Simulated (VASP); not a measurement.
# NaCl in VASP: notebook

NaCl is run at these levels: PBEsol, LDA; tasks: single point.

Everything below comes from runs of VASP 6.6.1. Logs are shortened: lines on timing, memory, paths and dates and some standing lists are left out, and cuts for length are marked.

### Step 1. The cell of the first run

Symmetry: R-3m, No. 166, trigonal system. The conventional cell has a = 5.111 Å, b = 5.111 Å, c = 6.442 Å, α = 90.00°, β = 90.00°, γ = 120.00°. Na (site symmetry -3m) has 8 Cl at 3.14 to 3.22 Å and 6 Na at 3.65 Å within 4.1 Å. Cl (site symmetry -3m) has 8 Na at 3.14 to 3.22 Å and 6 Cl at 3.65 Å within 4.1 Å.

### Step 2. Single point, PBEsol (strained)

INCAR reads:

```
SYSTEM = NaCl
PREC = Accurate
ENCUT = 520
EDIFF = 1E-7
ISMEAR = 0
SIGMA = 0.02
LREAL = .False.
LASPH = .True.
NELM = 80
ALGO = Normal
ISIF = 2
LWAVE = .False.
LCHARG = .False.
GGA = PS
NBANDS = 14
```

KPOINTS reads:

```
Automatic mesh
0
Gamma
  6 6 6
  0 0 0
```

POSCAR reads:

```
NaCl
1.0
    3.6493520238     -0.0350219000      0.0350219000
   -0.0350219000      3.6493520238     -0.0350219000
    0.0350219000     -0.0350219000      3.6493520238
Na Cl
1 1
Direct
    0.0000000000      0.0000000000      0.0000000000
    0.5000000000      0.5000000000      0.5000000000
```

Potentials or basis: VASP PAW PBE potentials, release 64 (Na_pv, Cl).

The run is started by

```console
cat potpaw_PBE.64/Na_pv/POTCAR potpaw_PBE.64/Cl/POTCAR > POTCAR
mpirun -np 1 vasp_std > vasp.out
```

OUTCAR:

```text
SYSTEM = NaCl
   PREC = Accurate
   ENCUT = 520
   EDIFF = 1E-7
   ISMEAR = 0
   LREAL = .False.
   LASPH = .True.
   NELM = 80
   ISIF = 2
   GGA = PS

 ion  position               nearest neighbor table
   1  0.000  0.000  0.000-
   2  0.500  0.500  0.500-

  LATTYP: Found a trigonal (rhomboedric) cell.
 ALAT       =     3.6496881046
 COS(alpha) =     0.0192820354

  Lattice vectors:

 A1 = (   0.0350219000,  -3.6493520238,   0.0350219000)
 A2 = (   3.6493520238,  -0.0350219000,   0.0350219000)
 A3 = (   0.0350219000,  -0.0350219000,   3.6493520238)

Analysis of symmetry for initial positions (statically):
=====================================================================
 Subroutine PRICEL returns:
 Original cell was already a primitive cell.

 Routine SETGRP: Setting up the symmetry group for a
 trigonal (rhombohedral) supercell.

 Subroutine GETGRP returns: Found 12 space group operations
 (whereof 12 operations were pure point group operations)
 out of a pool of 12 trial point group operations.

The static configuration has the point symmetry D_3d.

Analysis of symmetry for dynamics (positions and initial velocities):
=====================================================================
 Subroutine PRICEL returns:
 Original cell was already a primitive cell.

 Routine SETGRP: Setting up the symmetry group for a
 trigonal (rhombohedral) supercell.

 Subroutine GETGRP returns: Found 12 space group operations
 (whereof 12 operations were pure point group operations)
 out of a pool of 12 trial point group operations.

The dynamic configuration has the point symmetry D_3d.

 Subroutine INISYM returns: Found 12 space group operations
 (whereof 12 operations are pure point group operations),
 and found     1 'primitive' translations

----------------------------------------------------------------------------------------

                                     Primitive cell

  volume of cell :      48.5879

  direct lattice vectors                    reciprocal lattice vectors
     3.649352024 -0.035021900  0.035021900     0.274071252  0.002605191 -0.002605191
    -0.035021900  3.649352024 -0.035021900     0.002605191  0.274071252  0.002605191
     0.035021900 -0.035021900  3.649352024    -0.002605191  0.002605191  0.274071252

  length of vectors
     3.649688105  3.649688105  3.649688105     0.274096014  0.274096014  0.274096014

  position of ions in fractional coordinates (direct lattice)
     0.000000000  0.000000000  0.000000000
     0.500000000  0.500000000  0.500000000

  ion indices of the primitive-cell ions
   primitive index   ion index
                 1           1
                 2           2

----------------------------------------------------------------------------------------

 KPOINTS: Automatic mesh

Automatic generation of k-mesh.
 Grid dimensions read from file:
 generate k-points for:    6    6    6

 Generating k-lattice:

  Cartesian coordinates                     Fractional coordinates (reciprocal lattice)
     0.045678542  0.000434198 -0.000434198     0.166666667  0.000000000 -0.000000000
     0.000434198  0.045678542  0.000434198     0.000000000  0.166666667  0.000000000
    -0.000434198  0.000434198  0.045678542    -0.000000000  0.000000000  0.166666667

  Length of vectors
     0.045682669  0.045682669  0.045682669

  Shift w.r.t. Gamma in fractional coordinates (k-lattice)
     0.000000000  0.000000000  0.000000000

 Subroutine IBZKPT returns following result:
 ===========================================

 Found     32 irreducible k-points:

 Following reciprocal coordinates:
            Coordinates               Weight
  0.000000  0.000000  0.000000      1.000000
  0.166667  0.000000 -0.000000      6.000000
  0.333333  0.000000 -0.000000      6.000000
  0.500000  0.000000 -0.000000      3.000000
  0.166667  0.166667  0.000000      6.000000
  0.333333  0.166667 -0.000000     12.000000
[... 16 lines left out ...]
  0.500000  0.500000  0.166667      6.000000
  0.166667 -0.333333  0.166667      6.000000
 [... further k-points ...]
   k-points           NKPTS =     32   k-points in BZ     NKDIM =     32   number of bands    NBANDS=     14
   number of dos      NEDOS =    301   number of ions     NIONS =      2
   total plane-waves  NPLWV =  21952
   dimension x,y,z NGX =    28 NGY =   28 NGZ =   28
   dimension x,y,z NGXF=    56 NGYF=   56 NGZF=   56
   ions per type =               1   1
   NGX,Y,Z   is equivalent  to a cutoff of  12.75, 12.75, 12.75 a.u.
   NGXF,Y,Z  is equivalent  to a cutoff of  25.51, 25.51, 25.51 a.u.
 SYSTEM =  NaCl
   PREC   = accura    normal or accurate (medium, high low for compatibility)
   ISTART =      0    job   : 0-new  1-cont  2-samecut
   ICHARG =      2    charge: 1-file 2-atom 10-const
   ISPIN  =      1    spin polarized calculation?
   LNONCOLLINEAR =      F non collinear calculations
   LSORBIT =      F    spin-orbit coupling
   LASPH  =      T    aspherical Exc in radial PAW
   ENCUT  =  520.0 eV  38.22 Ry    6.18 a.u.   6.79  6.79  6.79*2*pi/ulx,y,z
   NELM   =     80;   NELMIN=  2; NELMDL= -5     # of ELM steps
   EDIFF  = 0.1E-06   stopping-criterion for ELM
   LREAL  =      F    real-space projection
   EDIFFG = 0.1E-05   stopping-criterion for IOM
   NSW    =      0    number of steps for IOM
   IBRION =     -1    ionic relax: 0-MD 1-quasi-New 2-CG
   NFREE  =      0    steps in history (QN), initial steepest desc. (CG)
   ISIF   =      2    stress and relaxation
   ISYM   =      2    0-nonsym 1-usesym 2-fastsym
   POTIM  = 0.5000    time-step for ionic-motion
   TEBEG  =    0.0;   TEEND  =   0.0 temperature during run
   PSTRESS=    0.0 pullay stress
   NELECT =      14.0000    total number of electrons
   NUPDOWN=      -1.0000    fix difference up-down
   EMIN   =  10.00;   EMAX   =-10.00  energy-range for DOS
   EFERMI =   0.00;   METHOD = LEGACY
   ISMEAR =     0;   SIGMA  =   0.02  broadening in eV -4-tet -1-fermi 0-gaus
   EFERMI_NEDOS =   21; number of points for ismear=-14 and -15
   IALGO  =     38    algorithm
   IMIX   =      4    mixing-type and parameters
     AMIX     =   0.40;   BMIX     =  1.00
     AMIX_MAG =   1.60;   BMIX_MAG =  1.00
  volume/ion in A,a.u.               =      24.29       163.94
  Fermi-wavevector in a.u.,A,eV,Ry     =   1.081288  2.043339 15.907719  1.169184
  Thomas-Fermi vector in A             =   2.217301
   LORBIT       =      0    0 simple, 1 ext, 2 COOP (PROOUT), +10 PAW based schemes
   GGA     = PS    functional components
   LHFCALC =     F    Hartree Fock is set to
   AEXX    =    0.0000 exact exchange contribution
   IVDW    =     0    specifies the selected vdW correction
   LEPSILON=     F    determine dielectric tensor
   LRPA    =     F    only Hartree local field effects (RPA)
 non-spin polarized calculation
 Gauss-broadening in eV      SIGMA  =   0.02
  energy-cutoff  :      520.00
  volume of cell :       48.59
 maximum number of plane-waves:      1340
   NGX = 13   NGY = 13   NGZ = 13

 number of electron      14.0000016 magnetization

 Free energy of the ion-electron system (eV)
  ---------------------------------------------------
  ext. energy  EPLUGINS =         0.00000000
  ---------------------------------------------------
  free energy    TOTEN  =        -6.64052953 eV

  energy without entropy =       -6.64052953  energy(sigma->0) =       -6.64052953

 E-fermi :  -0.3164     XC(G=0):  -8.0513

 val. band max:       -0.4116851079   @ k =   0.5000   0.5000   0.0000
 cond. band min:       3.0829843586   @ k =   0.0000   0.0000   0.0000
 fundamental gap:      3.4946694665
 Fermi energy:        -0.3164130544

 k-point     1 :       0.0000    0.0000    0.0000
  band No.  band energies     occupation
      1     -22.4569      2.00000
      2     -22.4518      2.00000
      3     -22.4518      2.00000
      4     -13.3952      2.00000
      5      -0.8406      2.00000
      6      -0.8406      2.00000
      7      -0.7688      2.00000
      8       3.0830      0.00000
      9       8.0956      0.00000
     10       8.0956      0.00000
     11      13.8872      0.00000
     12      14.1746      0.00000
     13      14.1746      0.00000
     14      14.9587      0.00000

 k-point     2 :       0.1667    0.0000   -0.0000
  band No.  band energies     occupation
      1     -22.4609      2.00000
      2     -22.4537      2.00000
      3     -22.4512      2.00000
      4     -13.3334      2.00000
      5      -1.4917      2.00000
      6      -0.7932      2.00000
      7      -0.7433      2.00000
      8       3.7592      0.00000
      9       8.3805      0.00000
     10       8.4130      0.00000
     11      12.7876      0.00000
     12      12.8049      0.00000
     13      13.6734      0.00000
     14      15.2306      0.00000

 k-point     3 :       0.3333    0.0000   -0.0000
  band No.  band energies     occupation
      1     -22.4730      2.00000
      2     -22.4533      2.00000
      3     -22.4501      2.00000
      4     -13.2043      2.00000
      5      -2.4876      2.00000
      6      -0.6948      2.00000
      7      -0.6446      2.00000
      8       5.0068      0.00000
      9       8.1528      0.00000
     10       9.1875      0.00000
     11      11.4819      0.00000
     12      11.5623      0.00000
     13      13.3753      0.00000
     14      14.6374      0.00000
[... 324 lines left out ...]
 k-point    23 :       0.5000    0.5000    0.1667
  band No.  band energies     occupation
      1     -22.4760      2.00000
      2     -22.4713      2.00000
      3     -22.4544      2.00000
      4     -12.8887      2.00000
      5      -2.2437      2.00000
      6      -2.2098      2.00000
      7      -0.8552      2.00000
      8       5.2917      0.00000
      9       8.4040      0.00000
     10       8.5652      0.00000
     11      10.0706      0.00000
     12      12.8590      0.00000
     13      13.0102      0.00000
     14      13.7214      0.00000

 k-point    24 :       0.1667   -0.3333    0.1667
  band No.  band energies     occupation
      1     -22.4715      2.00000
      2     -22.4583      2.00000
      3     -22.4549      2.00000
      4     -13.1043      2.00000
      5      -2.2548      2.00000
      6      -1.1772      2.00000
      7      -1.0782      2.00000
      8       5.7539      0.00000
      9       8.1731      0.00000
     10       8.8470      0.00000
     11      10.9346      0.00000
     12      11.3043      0.00000
     13      12.4722      0.00000
     14      16.0341      0.00000

 [... further k-points ...]
[... 5 lines left out ...]
  --------------------------------------------------------------------------------------
  -------------------------------------------------------------------------------------
  Total       -0.9986534     -0.9986534     -0.9986534     -0.0336606     -0.0336606      0.0336606
  in kB      -32.9304254    -32.9304254    -32.9304254     -1.1099534     -1.1099534      1.1099534
  external PRESSURE =     -32.9304254 kB  Pullay stress =       0.0000000 kB

 VOLUME and BASIS-vectors are now :
 -----------------------------------------------------------------------------
  energy-cutoff  :      520.00
  volume of cell :       48.59
      direct lattice vectors                 reciprocal lattice vectors
     3.649352024 -0.035021900  0.035021900     0.274071252  0.002605191 -0.002605191
    -0.035021900  3.649352024 -0.035021900     0.002605191  0.274071252  0.002605191
     0.035021900 -0.035021900  3.649352024    -0.002605191  0.002605191  0.274071252

 POSITION                                       TOTAL-FORCE (eV/Angst)
 -----------------------------------------------------------------------------------
      0.00000      0.00000      0.00000         0.000000      0.000000      0.000000
      1.82468      1.78965      1.82468        -0.000000     -0.000000      0.000000
 -----------------------------------------------------------------------------------
    total drift:                                0.000000      0.000000      0.000000

  FREE ENERGIE OF THE ION-ELECTRON SYSTEM (eV)
  ---------------------------------------------------
  free  energy   TOTEN  =        -6.6405295338 eV

  energy  without entropy=       -6.6405295338  energy(sigma->0) =       -6.64052953
```

Run time: 16 s. Hardware: 1 thread of AMD EPYC 9R45 (Zen 5), shared host; peak memory 0.12 GiB.

What came out:

```yaml
Free_energy: -6.6405 eV
Pressure: -3.3 GPa
Band_gap_on_the_k_mesh: 3.49 eV, indirect (least direct gap 3.85 eV)
```

Levels at points of the mesh, in eV from the valence-band top:
| k point | band 5 | band 6 | band 7 | band 8 | band 9 | band 10 |
| --- | --- | --- | --- | --- | --- | --- |
| (0.00, 0.00, 0.00) | -0.43 | -0.43 | -0.36 | 3.49 | 8.51 | 8.51 |
| (0.50, 0.00, 0.00) | -2.49 | -0.23 | -0.18 | 6.39 | 7.72 | 10.37 |
| (0.50, 0.50, 0.00) | -1.92 | -1.88 | 0.00 | 5.43 | 9.45 | 10.00 |
| (0.50, 0.50, 0.50) | -1.56 | -1.52 | -1.52 | 6.80 | 7.03 | 7.03 |

Caveat: the cell differs from its parent crystal (strained); the PAW data sets were made with another functional, which shifts forces and pressure a little.

### Step 3. Single point, PBEsol (strained)

INCAR reads:

```
ALGO = Normal
EDIFF = 1E-6
ENCUT = 520
GGA = PS
ISIF = 2
ISMEAR = 0
LASPH = True
LCHARG = False
LREAL = False
LWAVE = False
NBANDS = 14
NELM = 80
PREC = Accurate
SIGMA = 0.02
```

KPOINTS reads:

```
k-points
0
Gamma
  6 6 6
```

POSCAR reads:

```
NaCl
1.0
    3.3701224151      0.0000000000      0.0000000000
    0.0000000000      3.3701224151      0.0000000000
    0.0000000000      0.0000000000      3.3701224151
Na Cl
1 1
Direct
    0.0000000000      0.0000000000      0.0000000000
    0.5000000000      0.5000000000      0.5000000000
```

Potentials or basis: VASP PAW PBE potentials, release 64 (Na_pv, Cl).

The run is started by

```console
cat potpaw_PBE.64/Na_pv/POTCAR potpaw_PBE.64/Cl/POTCAR > POTCAR
mpirun -np 1 vasp_std > vasp.out
```

Wall time 12 s (1 thread of Intel Xeon 6975P-C, shared host); peak memory 0.15 GiB.

The run converged. Its results:

```
Free energy            : -6.7112 eV
Pressure               : 2.3 GPa
Band gap on the k mesh : 4.24 eV, indirect (least direct gap 4.84 eV)
```

Levels at points of the mesh, in eV from the valence-band top:
| k point | band 4 | band 5 | band 6 | band 7 | band 8 | band 9 | band 10 | band 11 |
| --- | --- | --- | --- | --- | --- | --- | --- | --- |
| (0.00, 0.00, 0.00) | -13.82 | -0.60 | -0.60 | -0.60 | 4.24 | 8.25 | 8.25 | 16.32 |
| (0.50, 0.00, 0.00) | -13.32 | -3.56 | -0.32 | -0.32 | 7.11 | 9.29 | 10.31 | 12.03 |
| (0.50, 0.50, 0.00) | -12.97 | -2.75 | -2.75 | 0.00 | 5.36 | 9.96 | 11.64 | 11.64 |
| (0.50, 0.50, 0.50) | -12.59 | -2.27 | -2.27 | -2.27 | 6.93 | 6.93 | 6.93 | 12.57 |

Caveat: the cell differs from its parent crystal (strained); the PAW data sets were made with another functional, which shifts forces and pressure a little.

### Step 4. Single point, LDA (functional LDA, strained)

INCAR reads:

```
SYSTEM = NaCl
PREC = Accurate
ENCUT = 520
EDIFF = 1E-6
ISMEAR = 0
SIGMA = 0.02
LREAL = .False.
LASPH = .True.
NELM = 80
ALGO = Normal
ISIF = 2
LWAVE = .False.
LCHARG = .True.
LELF = .True.
LVHAR = .True.
NBANDS = 14
```

KPOINTS reads:

```
regular mesh
0
Gamma
  6 6 6
  0 0 0
```

POSCAR reads:

```
NaCl
1.0
    3.5342000166      0.0000000000      0.0000000000
    0.0000000000      3.5342000166      0.0000000000
    0.0000000000      0.0000000000      3.5342000166
Na Cl
1 1
Direct
    0.0000000000      0.0000000000      0.0000000000
    0.5000000000      0.5000000000      0.5000000000
```

Potentials or basis: VASP PAW LDA potentials, release 64 (Na_pv, Cl).

The run is started by

```console
cat potpaw_LDA.64/Na_pv/POTCAR potpaw_LDA.64/Cl/POTCAR > POTCAR
mpirun -np 1 vasp_std > vasp.out
```

Wall time 9.8 s (1 thread of Intel Xeon 6975P-C, shared host); peak memory 0.14 GiB.

The run converged. Its results:

```
Free energy            : -7.0472 eV
Pressure               : -3.6 GPa
Band gap on the k mesh : 3.52 eV, indirect (least direct gap 4.01 eV)
```

Levels at points of the mesh, in eV from the valence-band top:
| k point | band 3 | band 4 | band 5 | band 6 | band 7 | band 8 | band 9 | band 10 | band 11 | band 12 |
| --- | --- | --- | --- | --- | --- | --- | --- | --- | --- | --- |
| (0.00, 0.00, 0.00) | -22.03 | -13.22 | -0.49 | -0.49 | -0.49 | 3.52 | 8.30 | 8.30 | 15.02 | 15.02 |
| (0.50, 0.00, 0.00) | -22.03 | -12.87 | -2.93 | -0.25 | -0.25 | 6.46 | 8.07 | 10.30 | 11.53 | 11.53 |
| (0.50, 0.50, 0.00) | -22.02 | -12.62 | -2.24 | -2.24 | 0.00 | 5.20 | 9.53 | 10.46 | 10.46 | 12.35 |
| (0.50, 0.50, 0.50) | -22.05 | -12.35 | -1.82 | -1.82 | -1.82 | 6.78 | 6.78 | 6.78 | 11.08 | 15.23 |

Caveat: the cell differs from its parent crystal (functional LDA, strained).

### Step 5. The runs side by side

```tsv
level	potentials or basis	cell	gap on the mesh (eV)	pressure (GPa)
PBEsol	VASP PAW PBE potentials, release 64 (Na_pv, Cl)	a = 3.650 Å, angles 91.1, 88.9, 91.1°, 2 atoms	3.49	-3.3
PBEsol	VASP PAW PBE potentials, release 64 (Na_pv, Cl)	a = 3.370 Å, 2 atoms	4.24	2.3
LDA	VASP PAW LDA potentials, release 64 (Na_pv, Cl)	a = 3.534 Å, 2 atoms	3.52	-3.6
```

Alike in all rows: task single point; no spin polarisation; k mesh 6 × 6 × 6; cutoff (eV) 520; smearing gaussian 0.02 eV.

Caveats: the PAW data sets were made with another functional, which shifts forces and pressure a little (some runs).

Total energies depend on the potentials used, so only differences within one code and one set of settings carry meaning.
